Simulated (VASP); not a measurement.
# HPbNO4 (P1) in VASP: a series of runs

HPbNO4 is run at these levels: r2SCAN+D4, r2SCAN+rVV10; tasks: single point.

All numbers are computed with VASP 6.6.1; they aren't measurements. Logs are shortened: lines on timing, memory, paths and dates and some standing lists are left out, and cuts for length are marked.

## 1. The cell of the first run

The typed cell holds 7 atoms: a = 3.764 Å, b = 3.983 Å, c = 6.558 Å, α = 75.44°, β = 79.16°, γ = 73.79°.

## 2. Single point, r2SCAN+D4

File POSCAR:

```
HPbNO4
1.0
    3.7453524136     -0.3598945200     -0.1140805337
    1.4724378220      3.7007423157     -0.0133975193
    1.5435829119      1.1830325019      6.2625050781
H Pb N O
1 1 1 4
Direct
    0.8569940566      0.6531239191      0.6103234435
    0.1731834448      0.9106525490      0.8790772388
    0.2596461532      0.3101617104      0.3114555009
    0.8210364806      0.6110378101      0.7652287098
    0.4333469280      0.2707300565      0.1306432372
    0.3610986959      0.0838080029      0.4718039521
   -0.0065757591      0.5762859521      0.3229679177
```

File INCAR.step1:

```
ALGO = Normal ; EDIFF = 1E-4
ENCUT = 520 ; GGA = PE
ISMEAR = -1 ; LASPH = True
LCHARG = False ; LREAL = False
LWAVE = True ; NBANDS = 31
NELM = 60 ; PREC = Accurate
SIGMA = 0.05
```

File INCAR.step2:

```
ALGO = Normal ; EDIFF = 1E-6
ENCUT = 520 ; ISIF = 2
ISMEAR = -1 ; ISTART = 1
IVDW = 13 ; LASPH = True
LCHARG = False ; LMIXTAU = True
LREAL = False ; LWAVE = False
METAGGA = R2SCAN ; NBANDS = 31
NELM = 60 ; PREC = Accurate
SIGMA = 0.05 ; VDW_A1 = 0.51559235
VDW_A2 = 5.77342911 ; VDW_S6 = 1.0
VDW_S8 = 0.6018749
```

File KPOINTS:

```
k-points
0
Gamma
  5 5 3
```

Potentials or basis: VASP PAW PBE potentials, release 64 (H, Pb_d, N, O).

Started as:

```
$ cat potpaw_PBE.64/H/POTCAR potpaw_PBE.64/Pb_d/POTCAR potpaw_PBE.64/N/POTCAR potpaw_PBE.64/O/POTCAR > POTCAR
$ cp INCAR.step1 INCAR
$ mpirun -np 1 vasp_std > vasp.out
$ cp INCAR.step2 INCAR
$ mpirun -np 1 vasp_std > vasp.out
```

OUTCAR:

```text
EDIFF = 1E-6
   ENCUT = 520
   ISIF = 2
   ISMEAR = -1
   ISTART = 1
   IVDW = 13
   LASPH = True
   LREAL = False
   METAGGA = R2SCAN
   NELM = 60
   PREC = Accurate

 ion  position               nearest neighbor table
   1  0.857  0.653  0.610-   4 0.98
   2  0.173  0.911  0.879-   4 2.33   4 2.46   6 2.60   5 2.70   4 2.71   5 2.88   7 2.92
   3  0.260  0.310  0.311-   6 1.24   7 1.25   5 1.27
   4  0.821  0.611  0.765-   1 0.98   2 2.33   2 2.46   2 2.71
   5  0.433  0.271  0.131-   3 1.27   2 2.70   2 2.88
   6  0.361  0.084  0.472-   3 1.24   2 2.60
   7  0.993  0.576  0.323-   3 1.25   2 2.92

  LATTYP: Found a triclinic cell.
 ALAT       =     3.7643330267
 B/A-ratio  =     1.2364934012
 C/A-ratio  =     2.0402963292
 COS(alpha) =     0.0065014243
 COS(beta)  =     0.4743312907
 COS(gamma) =     0.5699187475

  Lattice vectors:

 A1 = (   3.7453524136,  -0.3598945200,  -0.1140805337)
 A2 = (   2.2729145916,  -4.0606368357,  -0.1006830144)
 A3 = (   3.6742073237,   2.1578152938,  -6.3899831311)

Analysis of symmetry for initial positions (statically):
=====================================================================
 Subroutine PRICEL returns:
 Original cell was already a primitive cell.

 Routine SETGRP: Setting up the symmetry group for a
 triclinic supercell.

 Subroutine GETGRP returns: Found  1 space group operations
 (whereof  1 operations were pure point group operations)
 out of a pool of  2 trial point group operations.

The static configuration has the point symmetry C_1 .

Analysis of symmetry for dynamics (positions and initial velocities):
=====================================================================
 Subroutine PRICEL returns:
 Original cell was already a primitive cell.

 Routine SETGRP: Setting up the symmetry group for a
 triclinic supercell.

 Subroutine GETGRP returns: Found  1 space group operations
 (whereof  1 operations were pure point group operations)
 out of a pool of  2 trial point group operations.

The dynamic configuration has the point symmetry C_1 .

 Subroutine INISYM returns: Found  1 space group operations
 (whereof  1 operations are pure point group operations),
 and found     1 'primitive' translations

----------------------------------------------------------------------------------------

                                     Primitive cell

  volume of cell :      90.6404

  direct lattice vectors                    reciprocal lattice vectors
     3.745352414 -0.359894520 -0.114080534     0.255865740 -0.101961507 -0.043804548
     1.472437822  3.700742316 -0.013397519     0.023376781  0.260715830 -0.055013017
     1.543582912  1.183032502  6.262505078     0.004710973 -0.001299620  0.158764856

  length of vectors
     3.764333027  3.982931875  6.557528800     0.278894719  0.267480186  0.158840051

  position of ions in fractional coordinates (direct lattice)
     0.856994057  0.653123919  0.610323444
     0.173183445  0.910652549  0.879077239
     0.259646153  0.310161710  0.311455501
     0.821036481  0.611037810  0.765228710
     0.433346928  0.270730056  0.130643237
     0.361098696  0.083808003  0.471803952
     0.993424241  0.576285952  0.322967918

  ion indices of the primitive-cell ions
   primitive index   ion index
                 1           1
                 2           2
                 3           3
                 4           4
                 5           5
                 6           6
                 7           7

----------------------------------------------------------------------------------------

 KPOINTS: k-points

Automatic generation of k-mesh.
 Grid dimensions read from file:
 generate k-points for:    5    5    3

 Generating k-lattice:

  Cartesian coordinates                     Fractional coordinates (reciprocal lattice)
     0.051173148 -0.020392301 -0.008760910     0.200000000  0.000000000  0.000000000
     0.004675356  0.052143166 -0.011002603     0.000000000  0.200000000  0.000000000
     0.001570324 -0.000433207  0.052921619    -0.000000000 -0.000000000  0.333333333

  Length of vectors
     0.055778944  0.053496037  0.052946684

  Shift w.r.t. Gamma in fractional coordinates (k-lattice)
     0.000000000  0.000000000  0.000000000

 Subroutine IBZKPT returns following result:
 ===========================================

 Found     38 irreducible k-points:

 Following reciprocal coordinates:
            Coordinates               Weight
  0.000000  0.000000  0.000000      1.000000
  0.200000  0.000000  0.000000      2.000000
  0.400000  0.000000  0.000000      2.000000
  0.000000  0.200000  0.000000      2.000000
  0.200000  0.200000  0.000000      2.000000
  0.400000  0.200000  0.000000      2.000000
[... 16 lines left out ...]
 -0.200000  0.200000  0.333333      2.000000
 -0.000000  0.400000  0.333333      2.000000
 [... further k-points ...]
   k-points           NKPTS =     38   k-points in BZ     NKDIM =     38   number of bands    NBANDS=     31
   number of dos      NEDOS =    301   number of ions     NIONS =      7
   total plane-waves  NPLWV =  42000
   dimension x,y,z NGX =    28 NGY =   30 NGZ =   50
   dimension x,y,z NGXF=    56 NGYF=   60 NGZF=  100
   ions per type =               1   1   1   4
   NGX,Y,Z   is equivalent  to a cutoff of  12.37, 12.52, 12.68 a.u.
   NGXF,Y,Z  is equivalent  to a cutoff of  24.73, 25.04, 25.35 a.u.
 SYSTEM =  unknown system
   PREC   = accura    normal or accurate (medium, high low for compatibility)
   ISTART =      1    job   : 0-new  1-cont  2-samecut
   ICHARG =      0    charge: 1-file 2-atom 10-const
   ISPIN  =      1    spin polarized calculation?
   LNONCOLLINEAR =      F non collinear calculations
   LSORBIT =      F    spin-orbit coupling
   LASPH  =      T    aspherical Exc in radial PAW
   ENCUT  =  520.0 eV  38.22 Ry    6.18 a.u.   7.00  7.41 12.19*2*pi/ulx,y,z
   NELM   =     60;   NELMIN=  2; NELMDL=  0     # of ELM steps
   EDIFF  = 0.1E-05   stopping-criterion for ELM
   LREAL  =      F    real-space projection
   EDIFFG = 0.1E-04   stopping-criterion for IOM
   NSW    =      0    number of steps for IOM
   IBRION =     -1    ionic relax: 0-MD 1-quasi-New 2-CG
   NFREE  =      0    steps in history (QN), initial steepest desc. (CG)
   ISIF   =      2    stress and relaxation
   ISYM   =      2    0-nonsym 1-usesym 2-fastsym
   POTIM  = 0.5000    time-step for ionic-motion
   TEBEG  =    0.0;   TEEND  =   0.0 temperature during run
   PSTRESS=    0.0 pullay stress
   NELECT =      44.0000    total number of electrons
   NUPDOWN=      -1.0000    fix difference up-down
   EMIN   =  10.00;   EMAX   =-10.00  energy-range for DOS
   EFERMI =   0.00;   METHOD = LEGACY
   ISMEAR =    -1;   SIGMA  =   0.05  broadening in eV -4-tet -1-fermi 0-gaus
   EFERMI_NEDOS =   21; number of points for ismear=-14 and -15
   IALGO  =     38    algorithm
   IMIX   =      4    mixing-type and parameters
     AMIX     =   0.40;   BMIX     =  1.00
     AMIX_MAG =   1.60;   BMIX_MAG =  1.00
  volume/ion in A,a.u.               =      12.95        87.38
  Fermi-wavevector in a.u.,A,eV,Ry     =   1.286625  2.431368 22.523120  1.655403
  Thomas-Fermi vector in A             =   2.418688
   LORBIT       =      0    0 simple, 1 ext, 2 COOP (PROOUT), +10 PAW based schemes
   METAGGA = R2SCAN    functional components
   LHFCALC =     F    Hartree Fock is set to
   AEXX    =    0.0000 exact exchange contribution
   IVDW    =    13    specifies the selected vdW correction
   LEPSILON=     F    determine dielectric tensor
   LRPA    =     F    only Hartree local field effects (RPA)
 non-spin polarized calculation
  energy-cutoff  :      520.00
  volume of cell :       90.64
 maximum number of plane-waves:      2457
   NGX = 13   NGY = 15   NGZ = 25

 number of electron      44.0000003 magnetization

 Free energy of the ion-electron system (eV)
  ---------------------------------------------------
  ext. energy  EPLUGINS =         0.00000000
  ---------------------------------------------------
  free energy    TOTEN  =       -98.11715974 eV

  energy without entropy =      -98.11715974  energy(sigma->0) =      -98.11715974

 E-fermi :   2.5216     XC(G=0):  -9.8638

 val. band max:        1.3511665218   @ k =   0.2000  -0.4000   0.3333
 cond. band min:       4.6059485221   @ k =   0.4000   0.4000   0.3333
 fundamental gap:      3.2547820003
 Fermi energy:         2.5216174761

 k-point     1 :       0.0000    0.0000    0.0000
  band No.  band energies     occupation
      1     -26.1778      2.00000
      2     -20.3909      2.00000
      3     -20.1230      2.00000
      4     -17.7899      2.00000
      5     -14.4487      2.00000
      6     -14.4113      2.00000
[... 23 lines left out ...]
     30      13.4676      0.00000
     31      14.5105      0.00000

 k-point     2 :       0.2000    0.0000    0.0000
  band No.  band energies     occupation
      1     -26.1599      2.00000
      2     -20.4060      2.00000
      3     -20.1376      2.00000
      4     -17.7724      2.00000
      5     -14.4349      2.00000
      6     -14.3971      2.00000
[... 23 lines left out ...]
     30      13.3653      0.00000
     31      14.3967      0.00000

 k-point     3 :       0.4000    0.0000    0.0000
  band No.  band energies     occupation
      1     -26.1305      2.00000
      2     -20.4384      2.00000
      3     -20.1525      2.00000
      4     -17.7478      2.00000
      5     -14.4206      2.00000
      6     -14.4104      2.00000
[... 23 lines left out ...]
     30      12.4013      0.00000
     31      14.1821      0.00000

 k-point     4 :       0.0000    0.2000    0.0000
  band No.  band energies     occupation
      1     -26.1625      2.00000
      2     -20.4188      2.00000
      3     -20.1336      2.00000
      4     -17.7738      2.00000
      5     -14.4359      2.00000
      6     -14.3970      2.00000
[... 23 lines left out ...]
     30      13.3669      0.00000
     31      14.2623      0.00000

 k-point     5 :       0.2000    0.2000    0.0000
  band No.  band energies     occupation
      1     -26.1567      2.00000
      2     -20.4014      2.00000
      3     -20.1310      2.00000
      4     -17.7729      2.00000
      5     -14.4262      2.00000
      6     -14.3987      2.00000
[... 23 lines left out ...]
     30      13.4731      0.00000
     31      13.9683      0.00000
[... 542 lines left out ...]
     30      13.0206      0.00000
     31      14.0441      0.00000

 k-point    22 :      -0.4000    0.2000    0.3333
  band No.  band energies     occupation
      1     -26.1213      2.00000
      2     -20.4509      2.00000
      3     -20.1515      2.00000
      4     -17.7459      2.00000
      5     -14.4201      2.00000
      6     -14.4106      2.00000
[... 23 lines left out ...]
     30      12.8372      0.00000
     31      13.9833      0.00000

 k-point    23 :      -0.2000    0.2000    0.3333
  band No.  band energies     occupation
      1     -26.1405      2.00000
      2     -20.4473      2.00000
      3     -20.1518      2.00000
      4     -17.7493      2.00000
      5     -14.4367      2.00000
      6     -14.3931      2.00000
[... 23 lines left out ...]
     30      13.4554      0.00000
     31      13.9192      0.00000

 k-point    24 :      -0.0000    0.4000    0.3333
  band No.  band energies     occupation
      1     -26.1379      2.00000
      2     -20.4629      2.00000
      3     -20.1462      2.00000
      4     -17.7487      2.00000
      5     -14.4365      2.00000
      6     -14.3917      2.00000
[... 23 lines left out ...]
     30      13.0431      0.00000
     31      14.2086      0.00000

 [... further k-points ...]

------------------------ aborting loop because EDIFF is reached ----------------------------------------

  DFT-D4 for vdW energy calculation

  Edisp (eV):   -0.38612

  FORCE on cell =-STRESS in cart. coord.  units (eV):
  Direction    XX          YY          ZZ          XY          YZ          ZX
  --------------------------------------------------------------------------------------
  -------------------------------------------------------------------------------------
  Total       0.16060     0.77329     1.04619    -0.46921    -0.09055    -0.01594
  in kB       2.83879    13.66891    18.49272    -8.29391    -1.60056    -0.28178
  external pressure =       11.67 kB  Pullay stress =        0.00 kB

 VOLUME and BASIS-vectors are now :
 -----------------------------------------------------------------------------
  energy-cutoff  :      520.00
  volume of cell :       90.64
      direct lattice vectors                 reciprocal lattice vectors
     3.745352414 -0.359894520 -0.114080534     0.255865740 -0.101961507 -0.043804548
     1.472437822  3.700742316 -0.013397519     0.023376781  0.260715830 -0.055013017
     1.543582912  1.183032502  6.262505078     0.004710973 -0.001299620  0.158764856

 POSITION                                       TOTAL-FORCE (eV/Angst)
 -----------------------------------------------------------------------------------
      5.11351      2.83065      3.71564        -0.016342     -0.015040     -0.164969
      3.34644      4.34774      5.47327         0.020872      0.038663      0.026797
      1.90992      1.42285      1.91672         0.030617     -0.061620     -0.070056
      5.15598      2.87110      4.69040        -0.003985     -0.019548      0.111202
      2.22333      1.00050      0.76509         0.119296     -0.169395     -0.461341
      2.20411      0.73835      2.91236         0.139984     -0.327873      0.494332
      5.06780      2.15724      1.90154        -0.290442      0.554813      0.064036
 -----------------------------------------------------------------------------------
    total drift:                               -0.000438      0.000179     -0.000108

  FREE ENERGIE OF THE ION-ELECTRON SYSTEM (eV)
  ---------------------------------------------------
  free  energy   TOTEN  =       -98.5032845694 eV

  energy  without entropy=      -98.5032845694  energy(sigma->0) =      -98.50328457
```

Run time: 7.8 min. Hardware: 1 thread of Oxide Virtual Turin-like, shared host; peak memory 0.24 GiB.

What came out:

```
Free energy                : -98.5033 eV
Pressure                   : 1.2 GPa
Largest force              : 0.630 eV/Å
Band gap on the k mesh     : 3.25 eV, indirect (least direct gap 3.53 eV)
Dispersion energy per atom : -0.055 eV
```

Forces on the atoms (eV/Å):
```
H   -0.016 -0.015 -0.165
Pb   0.021  0.039  0.027
N    0.031 -0.062 -0.070
O   -0.004 -0.020  0.111
O    0.119 -0.169 -0.461
O    0.140 -0.328  0.494
O   -0.290  0.555  0.064
```

Levels at points of the mesh, in eV from the valence-band top:
| k point | band 18 | band 19 | band 20 | band 21 | band 22 | band 23 | band 24 | band 25 | band 26 | band 27 |
| --- | --- | --- | --- | --- | --- | --- | --- | --- | --- | --- |
| (0.00, 0.00, 0.00) | -2.23 | -2.01 | -1.84 | -1.56 | -0.87 | 3.69 | 4.81 | 6.68 | 7.38 | 7.80 |

Caveat: the standard files for N, O and F lose accuracy on very short bonds; the PAW data sets were made with another functional, which shifts forces and pressure a little; spin-orbit coupling is left out, which moves the levels of the heavy elements.

[end of part 1 of 2]
